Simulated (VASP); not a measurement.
Wanted: the native input for a VASP 6.6.1 run.

```
Task                   : relaxation of cell and atoms
Functional             : PBE
Potentials or basis    : VASP PAW PBE potentials, release 64 (Sn_d, P)
Cutoff                 : 600 eV
k mesh                 : 12 × 12 × 4
Occupations            : gaussian, width 0.1 eV
Spin                   : no spin polarisation
Dipole correction      : no
Further INCAR settings : ALGO = Normal; EDIFF = 1e-06; IBRION = 2; EDIFFG = -0.01; NSW = 100; ISIF = 3
```

The structure of SnP2 lies in POSCAR:

```
SnP2
1.0
    3.2878229482      0.0000000000      0.0000000000
   -1.6439114741      2.8473381963      0.0000000000
    0.0000000000      0.0000000000     13.7280518567
Sn P
2 4
Direct
    0.3333333333      0.6666666667      0.2500000000
    0.6666666667      0.3333333333      0.7500000000
    0.3333333333      0.6666666667      0.5461316367
    0.6666666667      0.3333333333      0.0461316367
    0.3333333333      0.6666666667      0.9538683633
    0.6666666667      0.3333333333      0.4538683633
```

One way to write it, as run:

INCAR

```
SYSTEM = SnP2
PREC = Accurate
ENCUT = 600
EDIFF = 1E-6
ISMEAR = 0
SIGMA = 0.1
LREAL = .False.
LASPH = .True.
NELM = 100
ALGO = Normal
ISIF = 3
LWAVE = .False.
LCHARG = .False.
GGA = PE
IBRION = 2
NSW = 100
EDIFFG = -0.01
```

KPOINTS

```
Automatic mesh
0
Gamma
  12 12 4
  0 0 0
```

Potentials or basis: VASP PAW PBE potentials, release 64 (Sn_d, P).

Launch:

```sh
$ cat potpaw_PBE.64/Sn_d/POTCAR potpaw_PBE.64/P/POTCAR > POTCAR
$ mpirun -np 1 vasp_std > vasp.out
```

It gave:

```json
{
  "Relaxed volume": "21.06 Å³/atom",
  "Relaxed cell": "a = 3.292 Å, b = 3.292 Å, c = 13.467 Å, α = 90.00°, β = 90.00°, γ = 120.00°",
  "Space group after relaxing (to 0.1 Å)": "P6_3/mmc (No. 194)",
  "Energy gained by relaxing": "1.5 meV/atom",
  "Ionic steps": "5",
  "Pressure after relaxing": "0.0 GPa",
  "Band gap on the k mesh": "zero (bands 24 and 25 overlap by 3.33 eV)"
}
```

Caveat: spin-orbit coupling is left out, which moves the levels of the heavy elements.

It took 30 min on 1 thread of AMD EPYC 7571, on a shared host, peak memory 0.41 GiB.
